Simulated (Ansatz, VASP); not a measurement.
## C in VASP and in Ansatz

```xyz
2
Lattice="0.0000 1.7801 1.7801 1.7801 0.0000 1.7801 1.7801 1.7801 0.0000" Properties=species:S:1:pos:R:3 pbc="T T T"
C    -0.4450   -0.4450   -0.4450
C     0.4450    0.4450    0.4450
```

Alike in both runs: functional r2SCAN; k mesh 16 × 16 × 16; occupations fermi-dirac, width 0.02 eV; no spin polarisation.

Ansatz relaxed the structure, and its values are those at the end. VASP's run is a single point on that final structure, the one shown.

|  | VASP | Ansatz |
| --- | --- | --- |
| version | VASP 6.6.1 | Ansatz 0.2.0 |
| potentials or method | VASP PAW PBE potentials, release 64 (C) | PAW with Ansatz's default frozen-core files, scalar-relativistic |
| plane-wave cutoff (eV) | 520 | 500 |
| valence electrons in the cell | 8 | 8 |

```tsv
	VASP	Ansatz	Ansatz less VASP
gap on the k mesh at the Fermi level (eV)	4.34	4.37	+0.029
pressure (GPa)	1.2	0.0	-1.12
```

VASP's potentials were made for PBE, not for r2SCAN.
